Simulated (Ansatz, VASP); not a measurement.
# One calculation of Al, two programs

```xyz
63
Lattice="-6.3649 6.3649 6.3649 6.3649 -6.3649 6.3649 6.3649 6.3649 -6.3649" Properties=species:S:1:pos:R:3 pbc="T T T"
Al    1.4838    1.0168   -1.0457
Al    3.1244    2.5290   -2.9472
Al    4.8643    4.9969   -4.8884
Al    1.1765   -2.0837    1.6184
Al    3.1285   -0.5253    0.3588
Al    4.7097    1.0818   -1.1826
Al    5.7670    2.6047   -3.4363
Al    3.2550   -3.2949    3.2039
Al    5.1590   -1.8182    1.8169
Al    6.6565    0.0687    0.6039
Al    7.5062    1.5509   -1.5778
Al    4.9701   -4.7021    5.0544
Al    6.8118   -3.4264    3.3004
Al    8.3793   -1.5069    1.8538
Al    9.3390    0.5604    0.3937
Al   -1.0469    1.7300    1.3468
Al    0.5253    3.3347   -0.2109
Al    1.9819    4.9110   -1.7558
Al    3.3935    6.9950   -3.1937
Al    0.0138    0.1106    3.1737
Al    1.6824    1.5543    1.6540
Al    3.2205    3.1531   -0.0305
Al    4.6896    4.6747   -1.8575
Al    1.0935   -2.1936    4.3864
Al    2.8363   -0.5022    3.1434
Al    4.5825    1.4367    1.7608
Al    5.9407    3.1731    0.0186
Al    2.9606   -3.1774    6.2478
Al    5.0598   -1.7197    4.6339
Al    6.5877    0.0085    3.2667
Al    7.7291    2.1767    1.8955
Al   -2.6419    3.3966    3.0672
Al   -1.3771    4.7078    1.0361
Al    0.2779    6.5773   -0.5205
Al    1.4845    8.5783   -1.7163
Al   -1.0653    2.1133    4.8894
Al    0.3179    3.6189    2.9852
Al    1.8794    5.2260    1.1572
Al    3.2903    6.9007   -0.4382
Al    0.0009   -0.2049    5.8568
Al    1.6632    1.6841    4.7239
Al    3.1092    3.7076    3.2935
Al    4.6369    5.1843    1.2378
Al    1.1040   -1.5969    7.9213
Al    2.7636   -0.5454    5.8852
Al    4.4538    1.2272    4.6914
Al    5.8352    3.5933    3.4355
Al   -5.2910    4.7911    5.3181
Al   -3.3920    6.0493    3.4257
Al   -1.9545    7.3284    1.2254
Al   -0.5817    9.2492   -0.0527
Al   -3.0909    3.1989    6.4911
Al   -1.1769    4.7994    5.2810
Al   -0.1229    6.2995    3.0455
Al    1.4852    7.9362    1.4418
Al   -1.1919    1.5520    7.6889
Al    0.5703    3.3073    6.6908
Al    1.6854    5.1993    5.0756
Al    3.1523    6.5845    3.2211
Al   -0.0450   -0.0249    9.7244
Al    1.6335    1.0883    7.7071
Al    3.1408    3.2166    6.3952
Al    4.6444    5.2739    5.2129
```

Alike in both runs: task single point; functional PBE; k mesh 1 × 1 × 1; occupations gaussian, width 0.05 eV; collinear spin.

|  | VASP | Ansatz |
| --- | --- | --- |
| version | VASP 6.6.1 | Ansatz 0.2.0 |
| potentials or method | VASP PAW PBE potentials, release 64 (Al), cutoff 520 eV | scalar-relativistic, plane waves, PAW |
| valence electrons in the cell | 189 | 189 |

|  | VASP | Ansatz | Ansatz less VASP |
| --- | --- | --- | --- |
| gap on the k mesh at the Fermi level (eV) | 0.09 | 0.09 | 0.000 |
| rms of the force components (eV/Å) | 0.012 | 0.012 | 0.0000 |
| net moment per atom (μB) | 0.01 | 0.01 | 0.000 |

Atom by atom the forces differ by 0.002 eV/Å (rms over components). The functional is the same, so the differences come from potentials, cutoffs and numerics. Ansatz's warnings: stability check not made.
